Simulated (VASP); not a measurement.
# Hf (P6_3/mmc) in VASP: a series of runs, part 2 of 2

VASP 6.6.1.

**3. Relaxation of volume and atoms at fixed shape, PBEsol**

This run uses another cell than the first one, of 22.38 Å³/atom.

The input, INCAR:

```
SYSTEM = Hf
PREC = Accurate
ENCUT = 600
EDIFF = 1E-7
ISMEAR = -1
SIGMA = 0.05
LREAL = .FALSE.
LASPH = .TRUE.
NELM = 80
ALGO = Normal
ISIF = 8
LWAVE = .FALSE.
LCHARG = .FALSE.
GGA = PS
IBRION = 2
NSW = 80
EDIFFG = -0.01
```

The input, KPOINTS:

```
regular mesh
0
G
  6 6 4
  0 0 0
```

The input, POSCAR:

```
Hf
1.0
    3.1967000000      0.0000000000      0.0000000000
   -1.5983500000      2.7684230000      0.0000000000
    0.0000000000      0.0000000000      5.0578000000
Hf
2
Direct
    0.3333333333      0.6666666667      0.2500000000
    0.6666666667      0.3333333333      0.7500000000
```

Potentials or basis: VASP PAW PBE potentials, release 64 (Hf_pv).

Run with:

```
$ cat potpaw_PBE.64/Hf_pv/POTCAR > POTCAR
$ mpirun -np 1 vasp_std > vasp.out
```

OUTCAR:

```text
SYSTEM = Hf
   PREC = Accurate
   ENCUT = 600
   EDIFF = 1E-7
   ISMEAR = -1
   LREAL = .FALSE.
   LASPH = .TRUE.
   NELM = 80
   ISIF = 8
   GGA = PS
   IBRION = 2
   NSW = 80
   EDIFFG = -0.01

 ion  position               nearest neighbor table
   1  0.333  0.667  0.250-   2 3.13   2 3.13   2 3.13   2 3.13   2 3.13   2 3.13
   2  0.667  0.333  0.750-   1 3.13   1 3.13   1 3.13   1 3.13   1 3.13   1 3.13

  LATTYP: Found a hexagonal cell.
 ALAT       =     3.1967000000
 C/A-ratio  =     1.5821941377

  Lattice vectors:

 A1 = (   3.1967000000,   0.0000000000,   0.0000000000)
 A2 = (  -1.5983500000,   2.7684230000,   0.0000000000)
 A3 = (   0.0000000000,   0.0000000000,   5.0578000000)

Analysis of symmetry for initial positions (statically):
=====================================================================
 Subroutine PRICEL returns:
 Original cell was already a primitive cell.

 Routine SETGRP: Setting up the symmetry group for a
 hexagonal supercell.

 Subroutine GETGRP returns: Found 24 space group operations
 (whereof 12 operations were pure point group operations)
 out of a pool of 24 trial point group operations.

The static configuration has the point symmetry D_3d.
 The point group associated with its full space group is D_6h.

Analysis of symmetry for dynamics (positions and initial velocities):
=====================================================================
 Subroutine PRICEL returns:
 Original cell was already a primitive cell.

 Routine SETGRP: Setting up the symmetry group for a
 hexagonal supercell.

 Subroutine GETGRP returns: Found 24 space group operations
 (whereof 12 operations were pure point group operations)
 out of a pool of 24 trial point group operations.

The dynamic configuration has the point symmetry D_3d.
 The point group associated with its full space group is D_6h.

 Subroutine INISYM returns: Found 24 space group operations
 (whereof 12 operations are pure point group operations),
 and found     1 'primitive' translations

----------------------------------------------------------------------------------------

                                     Primitive cell

  volume of cell :      44.7606

  direct lattice vectors                    reciprocal lattice vectors
     3.196700000  0.000000000  0.000000000     0.312822598  0.180608238  0.000000000
    -1.598350000  2.768423000  0.000000000     0.000000000  0.361216476  0.000000000
     0.000000000  0.000000000  5.057800000     0.000000000  0.000000000  0.197714421

  length of vectors
     3.196700000  3.196699646  5.057800000     0.361216436  0.361216476  0.197714421

  position of ions in fractional coordinates (direct lattice)
     0.333333333  0.666666667  0.250000000
     0.666666667  0.333333333  0.750000000

  ion indices of the primitive-cell ions
   primitive index   ion index
                 1           1
                 2           2

----------------------------------------------------------------------------------------

 KPOINTS: regular mesh

Automatic generation of k-mesh.
 Grid dimensions read from file:
 generate k-points for:    6    6    4

 Generating k-lattice:

  Cartesian coordinates                     Fractional coordinates (reciprocal lattice)
     0.052137100  0.030101373  0.000000000     0.166666667  0.000000000  0.000000000
     0.000000000  0.060202746  0.000000000     0.000000000  0.166666667  0.000000000
     0.000000000  0.000000000  0.049428605     0.000000000  0.000000000  0.250000000

  Length of vectors
     0.060202739  0.060202746  0.049428605

  Shift w.r.t. Gamma in fractional coordinates (k-lattice)
     0.000000000  0.000000000  0.000000000

 Subroutine IBZKPT returns following result:
 ===========================================

 Found     21 irreducible k-points:

 Following reciprocal coordinates:
            Coordinates               Weight
  0.000000  0.000000  0.000000      1.000000
  0.166667  0.000000  0.000000      6.000000
  0.333333  0.000000  0.000000      6.000000
  0.500000  0.000000  0.000000      3.000000
  0.166667  0.166667  0.000000      6.000000
  0.333333  0.166667  0.000000     12.000000
[... 13 lines left out ...]
  0.333333  0.166667  0.500000     12.000000
  0.333333  0.333333  0.500000      2.000000
   k-points           NKPTS =     21   k-points in BZ     NKDIM =     21   number of bands    NBANDS=     14
   number of dos      NEDOS =    301   number of ions     NIONS =      2
   total plane-waves  NPLWV =  31360
   dimension x,y,z NGX =    28 NGY =   28 NGZ =   40
   dimension x,y,z NGXF=    56 NGYF=   56 NGZF=   80
   ions per type =               2
   NGX,Y,Z   is equivalent  to a cutoff of  14.56, 14.56, 13.15 a.u.
   NGXF,Y,Z  is equivalent  to a cutoff of  29.12, 29.12, 26.30 a.u.
 SYSTEM =  Hf
   PREC   = accura    normal or accurate (medium, high low for compatibility)
   ISTART =      0    job   : 0-new  1-cont  2-samecut
   ICHARG =      2    charge: 1-file 2-atom 10-const
   ISPIN  =      1    spin polarized calculation?
   LNONCOLLINEAR =      F non collinear calculations
   LSORBIT =      F    spin-orbit coupling
   LASPH  =      T    aspherical Exc in radial PAW
   ENCUT  =  600.0 eV  44.10 Ry    6.64 a.u.   6.38  6.38 10.10*2*pi/ulx,y,z
   NELM   =     80;   NELMIN=  2; NELMDL= -5     # of ELM steps
   EDIFF  = 0.1E-06   stopping-criterion for ELM
   LREAL  =      F    real-space projection
   EDIFFG = -.1E-01   stopping-criterion for IOM
   NSW    =     80    number of steps for IOM
   IBRION =      2    ionic relax: 0-MD 1-quasi-New 2-CG
   NFREE  =      1    steps in history (QN), initial steepest desc. (CG)
   ISIF   =      8    stress and relaxation
   ISYM   =      2    0-nonsym 1-usesym 2-fastsym
   POTIM  = 0.5000    time-step for ionic-motion
   TEBEG  =    0.0;   TEEND  =   0.0 temperature during run
   PSTRESS=    0.0 pullay stress
   NELECT =      20.0000    total number of electrons
   NUPDOWN=      -1.0000    fix difference up-down
   EMIN   =  10.00;   EMAX   =-10.00  energy-range for DOS
   EFERMI =   0.00;   METHOD = LEGACY
   ISMEAR =    -1;   SIGMA  =   0.05  broadening in eV -4-tet -1-fermi 0-gaus
   EFERMI_NEDOS =   21; number of points for ismear=-14 and -15
   IALGO  =     38    algorithm
   IMIX   =      4    mixing-type and parameters
     AMIX     =   0.40;   BMIX     =  1.00
     AMIX_MAG =   1.60;   BMIX_MAG =  1.00
  volume/ion in A,a.u.               =      22.38       151.03
  Fermi-wavevector in a.u.,A,eV,Ry     =   1.251563  2.365112 21.312313  1.566411
  Thomas-Fermi vector in A             =   2.385505
   LORBIT       =      0    0 simple, 1 ext, 2 COOP (PROOUT), +10 PAW based schemes
   GGA     = PS    functional components
   LHFCALC =     F    Hartree Fock is set to
   AEXX    =    0.0000 exact exchange contribution
   IVDW    =     0    specifies the selected vdW correction
   LEPSILON=     F    determine dielectric tensor
   LRPA    =     F    only Hartree local field effects (RPA)
 conjugate gradient relaxation of ions
 non-spin polarized calculation
  energy-cutoff  :      600.00
  volume of cell :       44.76
 maximum number of plane-waves:      1522
 NGX is ok and might be reduce to    28
   NGX = 13   NGY = 13   NGZ = 21

--------------------------------------- Ionic step        1  -------------------------------------------

 number of electron      20.0000001 magnetization

 Free energy of the ion-electron system (eV)
  ---------------------------------------------------
  ext. energy  EPLUGINS =         0.00000000
  ---------------------------------------------------
  free energy    TOTEN  =       -20.96659826 eV

  energy without entropy =      -20.94230818  energy(sigma->0) =      -20.95445322

------------------------ aborting loop because EDIFF is reached ----------------------------------------

  FORCE on cell =-STRESS in cart. coord.  units (eV):
  Direction    XX          YY          ZZ          XY          YZ          ZX
  --------------------------------------------------------------------------------------
  -------------------------------------------------------------------------------------
  Total       -1.1688230     -1.1688226     -0.9829218      0.0000000      0.0000000     -0.0000000
  in kB      -41.8372704    -41.8372580    -35.1830582      0.0000000      0.0000000     -0.0000000
  external PRESSURE =     -39.6191955 kB  Pullay stress =       0.0000000 kB
[... 57 lines left out ...]
  energy  without entropy=      -20.9396385305  energy(sigma->0) =      -20.95002209

--------------------------------------- Ionic step        3  -------------------------------------------

 number of electron      19.9999998 magnetization

 Free energy of the ion-electron system (eV)
  ---------------------------------------------------
  ext. energy  EPLUGINS =         0.00000000
  ---------------------------------------------------
  free energy    TOTEN  =       -20.98791084 eV

  energy without entropy =      -20.96422641  energy(sigma->0) =      -20.97606862

 E-fermi :   5.0818     XC(G=0): -11.5639

 val. band max:        4.9531941334   @ k =   0.1667   0.0000   0.0000
 cond. band min:       5.0942331667   @ k =   0.1667   0.0000   0.2500
 fundamental gap:      0.1410390334
 Fermi energy:         5.0817696970

 k-point     1 :       0.0000    0.0000    0.0000
  band No.  band energies     occupation
      1     -25.9807      2.00000
      2     -25.1367      2.00000
      3     -25.1367      2.00000
      4     -24.9917      2.00000
      5     -24.9917      2.00000
      6     -24.9903      2.00000
      7      -2.4948      2.00000
      8       1.1851      2.00000
      9       5.8302      0.00000
     10       6.1957      0.00000
     11       6.1957      0.00000
     12       6.4902      0.00000
     13       7.0583      0.00000
     14       7.0583      0.00000
[... 367 lines left out ...]
  FREE ENERGIE OF THE ION-ELECTRON SYSTEM (eV)
  ---------------------------------------------------
  free  energy   TOTEN  =       -20.9879108377 eV

  energy  without entropy=      -20.9642264068  energy(sigma->0) =      -20.97606862

 reached required accuracy - stopping structural energy minimisation
```

CONTCAR:

```text
Hf
   1.00000000000000
     3.1564471498830247    0.0000000000000000    0.0000000000000000
    -1.5782235749415123    2.7335630143650054    0.0000000000000000
     0.0000000000000000    0.0000000000000000    4.9941121765190237
  Hf
     2
Direct
     0.3333333332999970    0.6666666667000030    0.2500000000000000
     0.6666666667000030    0.3333333332999970    0.7500000000000000

  0.00000000E+00  0.00000000E+00  0.00000000E+00
  0.00000000E+00  0.00000000E+00  0.00000000E+00
```

It took 18 s on 1 thread of Intel Xeon 6975P-C (Granite Rapids), shared host; peak memory 0.18 GiB.

What came out:

```
Free energy                           : -20.9879 eV
Relaxed volume                        : 21.55 Å³/atom
Relaxed cell                          : a = 3.156 Å, b = 3.156 Å, c = 4.994 Å, α = 90.00°, β = 90.00°, γ = 120.00°
Space group after relaxing (to 0.1 Å) : P6_3/mmc (No. 194)
Energy gained by relaxing             : 10.7 meV/atom
Ionic steps                           : 3
Pressure after relaxing               : 0.0 GPa
Band gap on the k mesh                : zero (bands 10 and 11 overlap by 1.32 eV)
```

The path:
```
step  energy change (eV)  largest force (eV/Å)  pressure (GPa)  volume (Å³)
   1              0.0000                0.0000           -3.96        44.76
   2              0.0062                0.0000            5.04        41.27
   3             -0.0213                0.0000           -0.04        43.09
```

Final structure:
```
CELL_PARAMETERS angstrom
3.15645 0.00000 0.00000
-1.57822 2.73356 0.00000
0.00000 0.00000 4.99411
ATOMIC_POSITIONS crystal
Hf 0.33333 0.66667 0.25000
Hf 0.66667 0.33333 0.75000
```

Caveat: the k points lie up to 0.38 Å⁻¹ apart in the final cell, too coarse for converged energies and pressures of a metal; the PAW data sets were made with another functional, which shifts forces and pressure a little; spin-orbit coupling is left out, which moves the levels of the heavy elements.
